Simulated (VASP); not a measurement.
# La36O55 (a cell with a defect) in VASP: single point with PBE

Aim: the single point of La36O55 (a cell with a defect) with PBE.

Program: VASP 6.6.1. These are calculated values, not measurements. Logs are shortened: lines on timing, memory, paths and dates and some standing lists are left out, and cuts for length are marked.

## 1. The cell of the first run

The cell holds a defect, 91 atoms: a = 11.822 Å, b = 11.822 Å, c = 12.376 Å, α = 90.00°, β = 90.00°, γ = 120.00°.

## 2. Single point, PBE

INCAR

```
SYSTEM = La36O55
PREC = Accurate
ENCUT = 520
EDIFF = 1E-6
ISMEAR = -1
SIGMA = 0.01
LREAL = Auto
LASPH = .TRUE.
NELM = 200
ALGO = Normal
ISIF = 2
LWAVE = .FALSE.
LCHARG = .TRUE.
GGA = PE
LELF = .TRUE.
LVHAR = .TRUE.
NELECT = 728.0
NBANDS = 414
GGA_COMPAT = .FALSE.
LMAXMIX = 6
```

KPOINTS

```
regular mesh
0
G
  1 1 1
  0 0 0
```

POSCAR

```
La36O55
1.0
   11.8217180600     -0.0000000900      0.0000000000
   -5.9108589500     10.2379082000      0.0000000000
    0.0000000000      0.0000000000     12.3757188400
La O
36 55
Direct
    0.2259405990      0.1137479451      0.3754638466
    0.1121183392      0.2236056395      0.1234447889
    0.2227230889      0.1153491511      0.8801715796
    0.1144862790      0.2224976983      0.6187623603
    0.2320443833      0.4431097576      0.3641154957
    0.1122642290      0.5621200051      0.1223671950
    0.2199601477      0.4420188120      0.8730953846
    0.1136910062      0.5593576245      0.6214360636
    0.2222561929      0.7788076299      0.3777968020
    0.1142108046      0.8911909378      0.1238333724
    0.2231449658      0.7789343159      0.8788629687
    0.1138283206      0.8946728991      0.6281982566
    0.5614348421      0.1133057679      0.3770047672
    0.4425206166      0.2242156303      0.1301563183
    0.5592974805      0.1137416968      0.8772899692
    0.4430001284      0.2210759264      0.6265997232
    0.5457682748      0.4392915976      0.3894205308
    0.4375263391      0.5433929403      0.1093559912
    0.5589785228      0.4464544867      0.8796819111
    0.4462958166      0.5583041895      0.6217932954
    0.5622149041      0.7908514017      0.3851872414
    0.4470773600      0.8869114533      0.1260441531
    0.5605660308      0.7820536084      0.8746714546
    0.4374021067      0.8883445584      0.6257137141
    0.8908431491      0.1146248879      0.3762304283
    0.7792487232      0.2220148907      0.1217925213
    0.8939474463      0.1129562854      0.8716202379
    0.7798095514      0.2231475440      0.6204322431
    0.8889449646      0.4468140357      0.3738828475
    0.7896626463      0.5618454433      0.1159635265
    0.8878066054      0.4365389875      0.8740936296
    0.7825242330      0.5608954445      0.6257535502
    0.8875234024      0.7733913926      0.3747719272
    0.7719628108      0.8858894700      0.1259096154
    0.8896589254      0.7840442523      0.8794731151
    0.7847487545      0.8888296215      0.6213063742
    0.2213369118      0.1098188222      0.1762719425
    0.1092710004      0.2210347041      0.3237133981
    0.0008856502      0.0074187030     -0.0040312002
    0.2238462374      0.1108480363      0.6852688809
    0.1103547277      0.2238355693      0.8141918163
    0.0072445949      0.0003650160      0.5044721103
    0.2138652634      0.4490973087      0.1701068057
    0.1135130106      0.5572333624      0.3213578986
   -0.0043939311      0.3268658924     -0.0076293750
    0.2262890340      0.4481575661      0.6721263716
    0.1131971508      0.5568538903      0.8237913395
    0.0000281934      0.3351574299      0.4971891394
    0.2255054907      0.7821701332      0.1765180696
    0.1111924901      0.8898345084      0.3214626198
    0.0024123000      0.6688505959      0.0061549556
    0.2163332598      0.7799652882      0.6859585378
    0.1138301019      0.8928570985      0.8317051424
   -0.0078553596      0.6613157558      0.4947797440
    0.5580628466      0.1117730329      0.1777073339
    0.4511138609      0.2175644670      0.3239003772
    0.3385845171      0.0064088317      0.0051531552
    0.5567071513      0.1133222752      0.6765064000
    0.4486106044      0.2271889916      0.8278794252
    0.3294402803     -0.0008490963      0.5056475572
    0.5692701741      0.4450736383      0.0789905631
    0.4485852767      0.5716376750      0.4274243031
    0.3029793519      0.3235078849     -0.0066238577
    0.5572347027      0.4476005216      0.6711736997
    0.4467713280      0.5561705506      0.8306148623
    0.3248365562      0.3028705639      0.5059449945
    0.5460802417      0.7576688419      0.1914863315
    0.4460127874      0.8909655041      0.3228830625
    0.3358341139      0.6734517340      0.0018028044
    0.5567098861      0.7785124553      0.6695089883
    0.4440892413      0.8895838742      0.8227982658
    0.3135645484      0.6933215154      0.5117592830
    0.8887636105      0.1100015802      0.1784019198
    0.7816846415      0.2255522344      0.3226613380
    0.6609583037     -0.0108634438      0.0052427662
    0.8923761959      0.1124563786      0.6690439648
    0.7796346957      0.2159495892      0.8138875107
    0.6683346723      0.0030850111      0.4937827919
    0.8906437433      0.4456932990      0.1768397479
    0.7603650091      0.5475850104      0.3096162776
    0.6907407885      0.3129925566     -0.0119718298
    0.8895711381      0.4441987554      0.6772702344
    0.7783775138      0.5563490079      0.8308508890
    0.6703379316      0.3343419372      0.4976944838
    0.8908013492      0.7805942312      0.1741438237
    0.7802662591      0.8906615387      0.3263033891
    0.6827170879      0.7050340675     -0.0076979771
    0.8960944716      0.7806804793      0.6861330731
    0.7805388590      0.8943426617      0.8147848323
    0.7089007188      0.6836463980      0.5086763106
    0.4013784550      0.4098389001      0.2540553838
```

Potentials or basis: VASP PAW PBE potentials, release 64 (La, O).

Command:

```console
$ cat potpaw_PBE.64/La/POTCAR potpaw_PBE.64/O/POTCAR > POTCAR
$ mpirun -np 1 vasp_gam > vasp.out
```

OUTCAR:

```text
SYSTEM = La36O55
   PREC = Accurate
   ENCUT = 520
   EDIFF = 1E-6
   ISMEAR = -1
   LREAL = Auto
   LASPH = .TRUE.
   NELM = 200
   ISIF = 2
   GGA = PE
   NELECT = 728.0

 ion  position               nearest neighbor table
   1  0.226  0.114  0.375-  38 2.38  50 2.39  56 2.39  37 2.47  66 2.52  42 2.75  60 2.75
   2  0.112  0.224  0.123-  37 2.38  43 2.38  73 2.39  38 2.48  63 2.53  39 2.72  45 2.77
   3  0.223  0.115  0.880-  53 2.36  59 2.40  41 2.40  40 2.41  63 2.57  39 2.69  57 2.77
   4  0.114  0.222  0.619-  76 2.36  46 2.40  40 2.41  41 2.42  66 2.58  42 2.68  48 2.77
   5  0.232  0.443  0.364-  38 2.33  62 2.36  43 2.41  44 2.44  91 2.61
   6  0.112  0.562  0.122-  43 2.28  49 2.35  79 2.37  44 2.46  51 2.64  69 2.73
   7  0.220  0.442  0.873-  41 2.35  47 2.35  65 2.38  46 2.49  63 2.55  45 2.73  18 3.68
   8  0.114  0.559  0.621-  46 2.38  82 2.40  52 2.40  72 2.49  47 2.50  48 2.76  54 2.78
   9  0.222  0.779  0.378-  44 2.37  50 2.38  68 2.39  72 2.45  49 2.49  60 2.76  54 2.77
  10  0.114  0.891  0.124-  37 2.33  49 2.35  85 2.37  50 2.45  51 2.70  57 2.73
  11  0.223  0.779  0.879-  53 2.36  71 2.37  47 2.37  52 2.39  69 2.70  51 2.75  57 2.80
  12  0.114  0.895  0.628-  40 2.32  52 2.34  88 2.34  53 2.52  42 2.66  60 2.68
  13  0.561  0.113  0.377-  56 2.29  74 2.35  68 2.37  55 2.47  78 2.65  84 2.71
  14  0.443  0.224  0.130-  37 2.34  61 2.36  56 2.40  55 2.41  57 2.71
  15  0.559  0.114  0.877-  59 2.37  77 2.39  71 2.39  58 2.49  81 2.49  57 2.76  75 2.81
  16  0.443  0.221  0.627-  58 2.35  40 2.36  64 2.38  59 2.49  66 2.54  60 2.72  84 2.82
  17  0.546  0.439  0.389-  91 2.29  62 2.41  80 2.41  56 2.42  66 2.70  84 2.71  20 3.65
  18  0.438  0.543  0.109-  91 2.28  61 2.39  67 2.42  43 2.42  63 2.69  69 2.73  19 3.62   7 3.68

  19  0.559  0.446  0.880-  83 2.33  59 2.33  65 2.35  61 2.47  64 2.58  18 3.62
  20  0.446  0.558  0.622-  70 2.33  46 2.34  64 2.35  62 2.41  65 2.58  17 3.65
  21  0.562  0.791  0.385-  62 2.30  68 2.35  86 2.35  67 2.42  78 2.55
  22  0.447  0.887  0.126-  49 2.35  55 2.39  68 2.44  67 2.48  75 2.65  69 2.67  57 2.77
  23  0.561  0.782  0.875-  89 2.37  65 2.38  71 2.38  87 2.52  70 2.54  75 2.67  69 2.79
  24  0.437  0.888  0.626-  52 2.38  58 2.39  70 2.41  71 2.44  72 2.46  60 2.69
  25  0.891  0.115  0.376-  38 2.33  74 2.35  86 2.37  73 2.45  78 2.70  48 2.71
  26  0.779  0.222  0.122-  55 2.37  73 2.37  79 2.39  81 2.47  74 2.49  45 2.73  75 2.79
  27  0.894  0.113  0.872-  41 2.33  77 2.34  89 2.35  76 2.51  45 2.65  39 2.66
  28  0.780  0.223  0.620-  76 2.36  82 2.37  58 2.39  77 2.40  48 2.72  84 2.72  78 2.74
  29  0.889  0.447  0.374-  74 2.35  44 2.39  79 2.44  80 2.48  54 2.66  84 2.71  48 2.74
  30  0.790  0.562  0.116-  61 2.30  79 2.35  85 2.35  80 2.42  51 2.57
  31  0.888  0.437  0.874-  77 2.38  47 2.39  83 2.41  82 2.44  81 2.48  45 2.66
  32  0.783  0.561  0.626-  88 2.37  64 2.37  82 2.38  90 2.50  83 2.54  54 2.69  84 2.81
  33  0.888  0.773  0.375-  86 2.38  50 2.38  80 2.45  90 2.47  85 2.48  54 2.67  42 2.83
  34  0.772  0.886  0.126-  85 2.37  73 2.39  67 2.46  86 2.48  87 2.48  75 2.65
[... 43 lines left out ...]
  78  0.668  0.003  0.494-  21 2.55  13 2.65  25 2.70  28 2.74
  79  0.891  0.446  0.177-  30 2.35   6 2.37  26 2.39  29 2.44
  80  0.760  0.548  0.310-  17 2.41  30 2.42  33 2.45  29 2.48
  81  0.691  0.313  0.988-  26 2.47  31 2.48  15 2.49
[... 318 lines left out ...]
   IALGO  =     38    algorithm
   IMIX   =      4    mixing-type and parameters
     AMIX     =   0.40;   BMIX     =  1.00
     AMIX_MAG =   1.60;   BMIX_MAG =  1.00
  volume/ion in A,a.u.               =      16.46       111.08
  Fermi-wavevector in a.u.,A,eV,Ry     =   1.287156  2.432372 22.541734  1.656771
  Thomas-Fermi vector in A             =   2.419187
   LORBIT       =      0    0 simple, 1 ext, 2 COOP (PROOUT), +10 PAW based schemes
   GGA     = PE    functional components
   LHFCALC =     F    Hartree Fock is set to
   AEXX    =    0.0000 exact exchange contribution
   IVDW    =     0    specifies the selected vdW correction
   LEPSILON=     F    determine dielectric tensor
   LRPA    =     F    only Hartree local field effects (RPA)
 non-spin polarized calculation
  energy-cutoff  :      520.00
  volume of cell :     1497.83
 maximum number of plane-waves:     20145
 NGX is ok and might be reduce to    90
   NGX = 43   NGY = 43   NGZ = 47

 number of electron     728.0000000 magnetization

 Free energy of the ion-electron system (eV)
  ---------------------------------------------------
  ext. energy  EPLUGINS =         0.00000000
  ---------------------------------------------------
  free energy    TOTEN  =      -743.41546768 eV

  energy without entropy =     -743.41546768  energy(sigma->0) =     -743.41546768

 E-fermi :   6.3681     XC(G=0): -10.4292

 val. band max:        6.1043001068   @ k =   0.0000   0.0000   0.0000
 cond. band min:       9.6290490335   @ k =   0.0000   0.0000   0.0000
 fundamental gap:      3.5247489267
 Fermi energy:         6.3680627003

 k-point     1 :       0.0000    0.0000    0.0000
  band No.  band energies     occupation
      1     -24.0283      2.00000
      2     -23.9650      2.00000
      3     -23.9405      2.00000
      4     -23.9237      2.00000
      5     -23.9125      2.00000
      6     -23.8874      2.00000
[... 368 lines left out ...]
    375      10.1138      0.00000
    376      10.1906      0.00000
 [bands above 376 left out]

------------------------ aborting loop because EDIFF is reached ----------------------------------------

  FORCE on cell =-STRESS in cart. coord.  units (eV):
  Direction    XX          YY          ZZ          XY          YZ          ZX
  --------------------------------------------------------------------------------------
  -------------------------------------------------------------------------------------
  Total       32.0356718     29.2880457     33.8750981     -1.9182191      1.3722540     -1.1249750
  in kB       34.2674792     31.3284360     36.2350515     -2.0518544      1.4678539     -1.2033479
  external PRESSURE =      33.9436556 kB  Pullay stress =       0.0000000 kB

 VOLUME and BASIS-vectors are now :
 -----------------------------------------------------------------------------
  energy-cutoff  :      520.00
  volume of cell :     1497.83
      direct lattice vectors                 reciprocal lattice vectors
    11.821718060 -0.000000090  0.000000000     0.084590074  0.048838101  0.000000000
    -5.910858950 10.237908200  0.000000000     0.000000001  0.097676203  0.000000000
     0.000000000  0.000000000 12.375718840     0.000000000  0.000000000  0.080803387

 POSITION                                       TOTAL-FORCE (eV/Angst)
 -----------------------------------------------------------------------------------
      1.99866      1.16454      4.64664         0.003716     -0.006862     -0.017341
      0.00373      2.28925      1.52772        -0.003162      0.003129      0.006579
      1.95116      1.18093     10.89276        -0.010654      0.003168     -0.003455
      0.03827      2.27791      7.65763         0.014495      0.004480      0.014865
      0.12400      4.53652      4.50619        -0.018593     -0.000919     -0.005630
     -1.99546      5.75493      1.51438         0.005110      0.004002      0.011300
[... 83 lines left out ...]
      4.33949      6.99911      6.29524         0.009500     -0.000286      0.002514
      2.32248      4.19589      3.14412         0.041994      0.064343     -0.006071
 -----------------------------------------------------------------------------------
    total drift:                               -0.027415     -0.027359      0.000705

  FREE ENERGIE OF THE ION-ELECTRON SYSTEM (eV)
  ---------------------------------------------------
  free  energy   TOTEN  =      -743.4154676776 eV

  energy  without entropy=     -743.4154676776  energy(sigma->0) =     -743.41546768
```

Wall time 1.7 h (1 thread of Intel Xeon 8259CL, shared host); peak memory 1.5 GiB.

What came out:

```
Free energy   : -743.4155 eV
Largest force : 0.077 eV/Å
```

Forces in eV/Å, atoms in the order of the input:
```
La   0.004 -0.007 -0.017
La  -0.003  0.003  0.007
La  -0.011  0.003 -0.003
La   0.014  0.004  0.015
La  -0.019 -0.001 -0.006
La   0.005  0.004  0.011
La  -0.002 -0.009 -0.001
La   0.012  0.012  0.010
La   0.000  0.001 -0.017
La   0.006  0.001  0.017
La  -0.003 -0.007 -0.004
La   0.005 -0.003  0.010
La  -0.007  0.002 -0.027
La  -0.014  0.004  0.021
La   0.010  0.012 -0.002
La  -0.003  0.000  0.017
La  -0.029  0.002 -0.002
La  -0.005 -0.009  0.012
La   0.003 -0.005  0.000
La  -0.006  0.001  0.012
La  -0.005 -0.010 -0.018
La  -0.022  0.005  0.014
La   0.010 -0.001 -0.010
La  -0.003 -0.010  0.009
La   0.007  0.001 -0.028
La  -0.003  0.001  0.007
La  -0.001  0.002 -0.005
La  -0.011 -0.009  0.024
La   0.013 -0.006 -0.025
La   0.007 -0.002  0.016
La  -0.004 -0.007 -0.003
La  -0.007 -0.001  0.020
La   0.004  0.006 -0.022
La   0.007  0.007  0.011
La  -0.002  0.005 -0.010
La  -0.003 -0.006  0.016
O    0.003  0.002 -0.007
O    0.006  0.005  0.004
O   -0.003 -0.003 -0.002
O    0.003 -0.002 -0.006
O   -0.001 -0.002  0.000
O   -0.001 -0.001  0.008
O    0.009 -0.005  0.008
O    0.001  0.004 -0.001
O    0.002  0.002 -0.006
O   -0.001 -0.003 -0.001
O    0.002 -0.001  0.005
O   -0.003  0.002  0.010
O    0.003 -0.002  0.000
O   -0.005 -0.001 -0.002
O   -0.008 -0.007 -0.003
O   -0.004  0.005  0.002
O    0.000 -0.002  0.008
O   -0.010 -0.006  0.006
O    0.009  0.000  0.003
O   -0.003 -0.001 -0.002
O    0.001 -0.003 -0.010
O    0.000  0.003 -0.011
O    0.001 -0.003  0.003
O    0.005  0.003  0.008
O    0.001 -0.005 -0.029
O   -0.005  0.001  0.013
O   -0.010 -0.008 -0.009
O    0.005 -0.009 -0.008
O   -0.001  0.003  0.011
O   -0.003 -0.011  0.002
O    0.000  0.008 -0.012
O    0.002  0.000  0.002
O   -0.003  0.002 -0.008
O    0.004 -0.002 -0.002
O    0.003  0.000  0.003
O   -0.010  0.006  0.006
O    0.003 -0.002  0.004
O   -0.001 -0.001  0.010
O   -0.002  0.005 -0.009
O   -0.004  0.001 -0.018
O    0.005 -0.001 -0.006
O    0.002 -0.007 -0.001
O   -0.004 -0.002 -0.005
O   -0.003 -0.001  0.007
O    0.019 -0.008 -0.007
O   -0.001  0.000 -0.005
O   -0.002  0.001  0.006
O    0.011  0.001  0.006
O   -0.004 -0.007 -0.005
O   -0.002 -0.002  0.005
O   -0.006  0.012 -0.007
O   -0.001 -0.006  0.001
O    0.000 -0.002 -0.003
O    0.009  0.000  0.003
O    0.042  0.064 -0.006
```

Levels at points of the mesh, in eV from the Fermi level:
```tsv
k point	band 362	band 363	band 364	band 365	band 366	band 367
(0.00, 0.00, 0.00)	-0.44	-0.43	-0.26	3.26	3.32	3.43
```

Caveat: the k points lie up to 0.61 Å⁻¹ apart; the cell carries a net charge on a neutralising background, which shifts energy and pressure; the cell is charged against a uniform background, so pressure and absolute levels hang on convention; spin-orbit coupling is left out, which moves the levels of the heavy elements.
